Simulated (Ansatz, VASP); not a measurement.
## One calculation of SiC, two programs

```
Si C
1.0
     0.00000    2.17900    2.09184
     2.17900    0.00000    2.09184
     2.17900    2.17900    0.00000
Si C
1 1
Direct
  0.00000 0.00000 0.00000
  0.75000 0.75000 0.75000
```

Alike in both runs: task single point; functional PBEsol; k mesh 9 × 9 × 9; occupations fermi-dirac, width 0.05 eV; no spin polarisation.

|  | VASP | Ansatz |
| --- | --- | --- |
| version | VASP 6.6.1 | Ansatz 0.2.0 |
| potentials or method | VASP PAW PBE potentials, release 64 (Si, C) | Ansatz PAW |
| plane-wave cutoff (eV) | 600 | 420 |
| valence electrons in the cell | 8 | 8 |

Ansatz gave:

| Property | Result |
| --- | --- |
| gap on the k mesh at the Fermi level (eV) | 0.96 |
| least direct gap on the mesh (eV) | 4.52 |
| pressure (GPa) | 9.4 |
| traceless stress, the component that is largest in VASP (GPa) | 6.25 |

Problem. Which values does VASP return?

Solution. gap on the k mesh at the Fermi level (eV): 0.95; least direct gap on the mesh (eV): 4.51; pressure (GPa): 9.7; traceless stress, the component that is largest in VASP (GPa): 6.25.

VASP's potentials were made for PBE, not for PBEsol. The functional is the same, so the differences come from potentials, cutoffs and numerics.

Noted on Ansatz's run: odd divisions of the mesh miss points on the zone boundary, where band edges often lie, so the gap on the mesh can be too wide.
